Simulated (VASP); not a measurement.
# GaSb (F-43m) in VASP: further runs

Aim: see how the results for GaSb move with the level of theory and the settings. Levels: PBE, PBE-based screened hybrid with 50 % exact exchange. Tasks: single point.

All numbers are computed with VASP 6.6.1; they aren't measurements. Logs are shortened: lines on timing, memory, paths and dates and some standing lists are left out, and cuts for length are marked.

**1. The cell of the first run**

It takes space group F-43m (No. 216, cubic). The conventional cell has a = 6.118 Å, b = 6.118 Å, c = 6.118 Å, α = 90.00°, β = 90.00°, γ = 90.00°. Ga (site symmetry -43m) has 4 Sb at 2.65 Å within 3.5 Å. Within 3.5 Å of Sb (site symmetry -43m) lie 4 Ga at 2.65 Å.

**2. Single point, PBE**

INCAR

```
SYSTEM = GaSb
PREC     = Accurate       ! precision mode
ENCUT    = 500            ! plane-wave cutoff, eV
EDIFF    = 1E-6           ! SCF threshold, eV
ISMEAR   = 0              ! smearing method
SIGMA    = 0.05           ! smearing width, eV
LREAL    = .False.        ! projectors in reciprocal space
LASPH    = .True.         ! aspherical terms in the spheres
NELM     = 120            ! most SCF steps
ALGO     = Normal         ! electronic algorithm
ISIF     = 2              ! what is computed and relaxed
LWAVE    = .False.        ! write WAVECAR
LCHARG   = .False.        ! write CHGCAR
GGA      = PE             ! functional
NBANDS   = 21             ! bands
GGA_COMPAT= .False.
```

KPOINTS

```
regular mesh
0
Gamma
  6 6 6
  0 0 0
```

POSCAR

```
GaSb
1.0
    0.0000000000      3.0590005565      3.0590005565
    3.0590005565      0.0000000000      3.0590005565
    3.0590005565      3.0590005565      0.0000000000
Ga Sb
1 1
Direct
    0.0000000000      0.0000000000      0.0000000000
    0.7500000000      0.7500000000      0.7500000000
```

Potentials or basis: VASP PAW PBE potentials, release 64 (Ga_d, Sb_d_GW).

Command:

```
$ cat potpaw_PBE.64/Ga_d/POTCAR potpaw_PBE.64/Sb_d_GW/POTCAR > POTCAR
$ mpirun -np 1 vasp_std > vasp.out
```

OUTCAR:

```text
SYSTEM = GaSb
   PREC = Accurate
   ENCUT = 500
   EDIFF = 1E-6
   ISMEAR = 0
   LREAL = .False.
   LASPH = .True.
   NELM = 120
   ISIF = 2
   GGA = PE

 ion  position               nearest neighbor table
   1  0.000  0.000  0.000-   2 2.65   2 2.65   2 2.65   2 2.65
   2  0.750  0.750  0.750-   1 2.65   1 2.65   1 2.65   1 2.65

  LATTYP: Found a face centered cubic cell.
 ALAT       =     6.1180011130

  Lattice vectors:

 A1 = (   0.0000000000,   3.0590005565,   3.0590005565)
 A2 = (   3.0590005565,   0.0000000000,   3.0590005565)
 A3 = (   3.0590005565,   3.0590005565,   0.0000000000)

Analysis of symmetry for initial positions (statically):
=====================================================================
 Subroutine PRICEL returns:
 Original cell was already a primitive cell.

 Routine SETGRP: Setting up the symmetry group for a
 face centered cubic supercell.

 Subroutine GETGRP returns: Found 24 space group operations
 (whereof 24 operations were pure point group operations)
 out of a pool of 48 trial point group operations.

The static configuration has the point symmetry T_d .

Analysis of symmetry for dynamics (positions and initial velocities):
=====================================================================
 Subroutine PRICEL returns:
 Original cell was already a primitive cell.

 Routine SETGRP: Setting up the symmetry group for a
 face centered cubic supercell.

 Subroutine GETGRP returns: Found 24 space group operations
 (whereof 24 operations were pure point group operations)
 out of a pool of 48 trial point group operations.

The dynamic configuration has the point symmetry T_d .

 Subroutine INISYM returns: Found 24 space group operations
 (whereof 24 operations are pure point group operations),
 and found     1 'primitive' translations

----------------------------------------------------------------------------------------

                                     Primitive cell

  volume of cell :      57.2491

  direct lattice vectors                    reciprocal lattice vectors
     0.000000000  3.059000557  3.059000557    -0.163452079  0.163452079  0.163452079
     3.059000557  0.000000000  3.059000557     0.163452079 -0.163452079  0.163452079
     3.059000557  3.059000557  0.000000000     0.163452079  0.163452079 -0.163452079

  length of vectors
     4.326080074  4.326080074  4.326080074     0.283107305  0.283107305  0.283107305

  position of ions in fractional coordinates (direct lattice)
     0.000000000  0.000000000  0.000000000
     0.750000000  0.750000000  0.750000000

  ion indices of the primitive-cell ions
   primitive index   ion index
                 1           1
                 2           2

----------------------------------------------------------------------------------------

 KPOINTS: regular mesh

Automatic generation of k-mesh.
 Grid dimensions read from file:
 generate k-points for:    6    6    6

 Generating k-lattice:

  Cartesian coordinates                     Fractional coordinates (reciprocal lattice)
    -0.027242013  0.027242013  0.027242013     0.166666667  0.000000000  0.000000000
     0.027242013 -0.027242013  0.027242013     0.000000000  0.166666667  0.000000000
     0.027242013  0.027242013 -0.027242013     0.000000000  0.000000000  0.166666667

  Length of vectors
     0.047184551  0.047184551  0.047184551

  Shift w.r.t. Gamma in fractional coordinates (k-lattice)
     0.000000000  0.000000000  0.000000000

 Subroutine IBZKPT returns following result:
 ===========================================

 Found     16 irreducible k-points:

 Following reciprocal coordinates:
            Coordinates               Weight
  0.000000  0.000000  0.000000      1.000000
  0.166667  0.000000  0.000000      8.000000
  0.333333  0.000000  0.000000      8.000000
  0.500000  0.000000  0.000000      4.000000
  0.166667  0.166667  0.000000      6.000000
  0.333333  0.166667  0.000000     24.000000
[... 8 lines left out ...]
 -0.333333  0.333333  0.166667     24.000000
 -0.333333  0.500000  0.166667     12.000000
   k-points           NKPTS =     16   k-points in BZ     NKDIM =     16   number of bands    NBANDS=     21
   number of dos      NEDOS =    301   number of ions     NIONS =      2
   total plane-waves  NPLWV =  32768
   dimension x,y,z NGX =    32 NGY =   32 NGZ =   32
   dimension x,y,z NGXF=    64 NGYF=   64 NGZF=   64
   ions per type =               1   1
   NGX,Y,Z   is equivalent  to a cutoff of  12.30, 12.30, 12.30 a.u.
   NGXF,Y,Z  is equivalent  to a cutoff of  24.59, 24.59, 24.59 a.u.
 SYSTEM =  GaSb
   PREC   = accura    normal or accurate (medium, high low for compatibility)
   ISTART =      0    job   : 0-new  1-cont  2-samecut
   ICHARG =      2    charge: 1-file 2-atom 10-const
   ISPIN  =      1    spin polarized calculation?
   LNONCOLLINEAR =      F non collinear calculations
   LSORBIT =      F    spin-orbit coupling
   LASPH  =      T    aspherical Exc in radial PAW
   ENCUT  =  500.0 eV  36.75 Ry    6.06 a.u.   7.89  7.89  7.89*2*pi/ulx,y,z
   NELM   =    120;   NELMIN=  2; NELMDL= -5     # of ELM steps
   EDIFF  = 0.1E-05   stopping-criterion for ELM
   LREAL  =      F    real-space projection
   EDIFFG = 0.1E-04   stopping-criterion for IOM
   NSW    =      0    number of steps for IOM
   IBRION =     -1    ionic relax: 0-MD 1-quasi-New 2-CG
   NFREE  =      0    steps in history (QN), initial steepest desc. (CG)
   ISIF   =      2    stress and relaxation
   ISYM   =      2    0-nonsym 1-usesym 2-fastsym
   POTIM  = 0.5000    time-step for ionic-motion
   TEBEG  =    0.0;   TEEND  =   0.0 temperature during run
   PSTRESS=    0.0 pullay stress
   NELECT =      28.0000    total number of electrons
   NUPDOWN=      -1.0000    fix difference up-down
   EMIN   =  10.00;   EMAX   =-10.00  energy-range for DOS
   EFERMI =   0.00;   METHOD = LEGACY
   ISMEAR =     0;   SIGMA  =   0.05  broadening in eV -4-tet -1-fermi 0-gaus
   EFERMI_NEDOS =   21; number of points for ismear=-14 and -15
   IALGO  =     38    algorithm
   IMIX   =      4    mixing-type and parameters
     AMIX     =   0.40;   BMIX     =  1.00
     AMIX_MAG =   1.60;   BMIX_MAG =  1.00
  volume/ion in A,a.u.               =      28.62       193.17
  Fermi-wavevector in a.u.,A,eV,Ry     =   1.289846  2.437456 22.636059  1.663703
  Thomas-Fermi vector in A             =   2.421714
   LORBIT       =      0    0 simple, 1 ext, 2 COOP (PROOUT), +10 PAW based schemes
   GGA     = PE    functional components
   LHFCALC =     F    Hartree Fock is set to
   AEXX    =    0.0000 exact exchange contribution
   IVDW    =     0    specifies the selected vdW correction
   LEPSILON=     F    determine dielectric tensor
   LRPA    =     F    only Hartree local field effects (RPA)
 non-spin polarized calculation
 Gauss-broadening in eV      SIGMA  =   0.05
  energy-cutoff  :      500.00
  volume of cell :       57.25
 maximum number of plane-waves:      1464
   NGX = 15   NGY = 15   NGZ = 15

 number of electron      27.9999974 magnetization

 Free energy of the ion-electron system (eV)
  ---------------------------------------------------
  ext. energy  EPLUGINS =         0.00000000
  ---------------------------------------------------
  free energy    TOTEN  =        -7.34058554 eV

  energy without entropy =       -7.34020054  energy(sigma->0) =       -7.34039304

 E-fermi :   3.8887     XC(G=0):  -9.2769

 val. band max:        3.8860395059   @ k =   0.0000   0.0000   0.0000
 cond. band min:       4.2615330348   @ k =   0.5000   0.0000   0.0000
 fundamental gap:      0.3754935288
 Fermi energy:         3.8887278358

 k-point     1 :       0.0000    0.0000    0.0000
  band No.  band energies     occupation
      1     -24.9027      2.00000
      2     -24.9027      2.00000
      3     -24.9027      2.00000
      4     -24.8835      2.00000
      5     -24.8835      2.00000
      6     -11.1772      2.00000
[... 13 lines left out ...]
     20      12.6252      0.00000
     21      12.6253      0.00000

 k-point     2 :       0.1667    0.0000    0.0000
  band No.  band energies     occupation
      1     -24.9026      2.00000
      2     -24.9020      2.00000
      3     -24.9020      2.00000
      4     -24.8834      2.00000
      5     -24.8834      2.00000
      6     -11.1844      2.00000
[... 13 lines left out ...]
     20      11.5554      0.00000
     21      11.5554      0.00000

 k-point     3 :       0.3333    0.0000    0.0000
  band No.  band energies     occupation
      1     -24.9023      2.00000
      2     -24.9007      2.00000
      3     -24.9007      2.00000
      4     -24.8829      2.00000
      5     -24.8829      2.00000
      6     -11.1983      2.00000
[... 13 lines left out ...]
     20      12.0583      0.00000
     21      12.0583      0.00000

 k-point     4 :       0.5000    0.0000    0.0000
  band No.  band energies     occupation
      1     -24.9022      2.00000
      2     -24.9001      2.00000
      3     -24.9001      2.00000
      4     -24.8826      2.00000
      5     -24.8826      2.00000
      6     -11.2051      2.00000
[... 13 lines left out ...]
     20      13.8246      0.00000
     21      13.8286      0.00000

 k-point     5 :       0.1667    0.1667    0.0000
  band No.  band energies     occupation
      1     -24.9035      2.00000
      2     -24.9013      2.00000
      3     -24.9013      2.00000
      4     -24.8839      2.00000
      5     -24.8828      2.00000
      6     -11.1899      2.00000
[... 13 lines left out ...]
     20      11.4333      0.00000
     21      12.9937      0.00000
[... 190 lines left out ...]
     20      14.6823      0.00000
     21      15.4441      0.00000

 k-point    14 :       0.5000    0.3333    0.1667
  band No.  band energies     occupation
      1     -24.9032      2.00000
      2     -24.8996      2.00000
      3     -24.8984      2.00000
      4     -24.8840      2.00000
      5     -24.8818      2.00000
      6     -11.2102      2.00000
[... 13 lines left out ...]
     20      12.9539      0.00000
     21      14.9312      0.00000

 k-point    15 :      -0.3333    0.3333    0.1667
  band No.  band energies     occupation
      1     -24.9020      2.00000
      2     -24.9004      2.00000
      3     -24.8976      2.00000
      4     -24.8837      2.00000
      5     -24.8819      2.00000
      6     -11.2136      2.00000
[... 13 lines left out ...]
     20      14.3537      0.00000
     21      14.7363      0.00000

 k-point    16 :      -0.3333    0.5000    0.1667
  band No.  band energies     occupation
      1     -24.9037      2.00000
      2     -24.8989      2.00000
      3     -24.8968      2.00000
      4     -24.8844      2.00000
      5     -24.8812      2.00000
      6     -11.2182      2.00000
[... 13 lines left out ...]
     20      14.0974      0.00000
     21      15.3436      0.00000

------------------------ aborting loop because EDIFF is reached ----------------------------------------

  FORCE on cell =-STRESS in cart. coord.  units (eV):
  Direction    XX          YY          ZZ          XY          YZ          ZX
  --------------------------------------------------------------------------------------
  -------------------------------------------------------------------------------------
  Total        0.8465263      0.8465263      0.8465263      0.0000000      0.0000000      0.0000000
  in kB       23.6909444     23.6909444     23.6909444      0.0000000      0.0000000      0.0000000
  external PRESSURE =      23.6909444 kB  Pullay stress =       0.0000000 kB

 VOLUME and BASIS-vectors are now :
 -----------------------------------------------------------------------------
  energy-cutoff  :      500.00
  volume of cell :       57.25
      direct lattice vectors                 reciprocal lattice vectors
     0.000000000  3.059000557  3.059000557    -0.163452079  0.163452079  0.163452079
     3.059000557  0.000000000  3.059000557     0.163452079 -0.163452079  0.163452079
     3.059000557  3.059000557  0.000000000     0.163452079  0.163452079 -0.163452079

 POSITION                                       TOTAL-FORCE (eV/Angst)
 -----------------------------------------------------------------------------------
      0.00000      0.00000      0.00000         0.000000      0.000000      0.000000
      4.58850      4.58850      4.58850        -0.000000     -0.000000     -0.000000
 -----------------------------------------------------------------------------------
    total drift:                                0.000000      0.000000      0.000000

  FREE ENERGIE OF THE ION-ELECTRON SYSTEM (eV)
  ---------------------------------------------------
  free  energy   TOTEN  =        -7.3405855399 eV

  energy  without entropy=       -7.3402005410  energy(sigma->0) =       -7.34039304
```

Run time: 15 s. Hardware: 1 thread of Intel Xeon Platinum 8559C (Emerald Rapids), shared host; peak memory 0.19 GiB.

Results:

```
Free energy            : -7.3406 eV
Pressure               : 2.4 GPa
Band gap on the k mesh : 0.03 eV
```

Levels at points of the mesh, in eV from the valence-band top:
```
           k point  band 11  band 12  band 13  band 14  band 15  band 16  band 17  band 18
(0.00, 0.00, 0.00)   -11.48     0.00     0.00     0.00     0.03     2.79     2.79     2.79
(0.50, 0.00, 0.00)    -9.85    -6.36    -1.15    -1.15     0.41     3.76     3.76     6.49
(0.50, 0.50, 0.00)    -9.03    -6.80    -2.57    -2.57     0.91     1.26     8.72     8.72
```

Caveat: the smearing spreads over this small gap; semilocal functionals underestimate gaps, and a narrow one can read as zero; spin-orbit coupling is left out, which moves the levels of the heavy elements. A k mesh can miss the band edges.

**3. Single point, PBE-based screened hybrid with 50 % exact exchange**

POSCAR is that of step 2.

INCAR.step1

```
PREC = Accurate
ENCUT = 520
EDIFF = 1E-5
ISMEAR = 0
SIGMA = 0.05
LREAL = False
LASPH = True
NELM = 80
ALGO = Normal
ISIF = 2
LWAVE = True
NBANDS = 16
GGA = PE
```

INCAR.step2

```
PREC = Accurate
ENCUT = 520
EDIFF = 1E-6
ISMEAR = 0
SIGMA = 0.05
LREAL = False
LASPH = True
NELM = 80
ALGO = Normal
ISIF = 2
LWAVE = False
LCHARG = True
GGA = PE
LHFCALC = True
AEXX = 0.5
HFSCREEN = 0.20787
PRECFOCK = Normal
LELF = True
LVHAR = True
NBANDS = 16
ISTART = 1
```

KPOINTS

```
regular mesh
0
Gamma
  6 6 6
```

Potentials or basis: VASP PAW PBE potentials, release 64 (Ga_d, Sb).

Command:

```
$ cat potpaw_PBE.64/Ga_d/POTCAR potpaw_PBE.64/Sb/POTCAR > POTCAR
$ cp INCAR.step1 INCAR
$ mpirun -np 1 vasp_std > vasp.out
$ cp INCAR.step2 INCAR
$ mpirun -np 1 vasp_std > vasp.out
```

Wall time 81 min (1 thread of Intel Xeon Platinum 8375C at 2.90GHz (Ice Lake), shared host); peak memory 0.32 GiB.

Results (log left out):

- Free energy: -11.3947 eV
- Pressure: -3.1 GPa
- Band gap on the k mesh: 1.98 eV (least direct gap 2.00 eV)

Levels at points of the mesh, in eV from the valence-band top:
```
           k point  band 5  band 6  band 7  band 8  band 9  band 10  band 11  band 12  band 13  band 14
(0.00, 0.00, 0.00)  -20.16  -13.39    0.00    0.00    0.00     2.00     4.39     4.39     4.39     7.74
(0.50, 0.00, 0.00)  -20.16  -11.41   -7.29   -1.29   -1.29     1.98     5.40     5.40     8.33    11.59
(0.50, 0.50, 0.00)  -20.16  -10.38   -7.78   -2.94   -2.94     2.27     2.62    11.28    11.28    12.58
```

Caveat: the cell stands under tension; the PAW data sets were made with another functional, which shifts forces and pressure a little; spin-orbit coupling is left out, which moves the levels of the heavy elements. A k mesh can miss the band edges.

The gap in the log of VASP goes by the Fermi energy; the results here count the filled bands.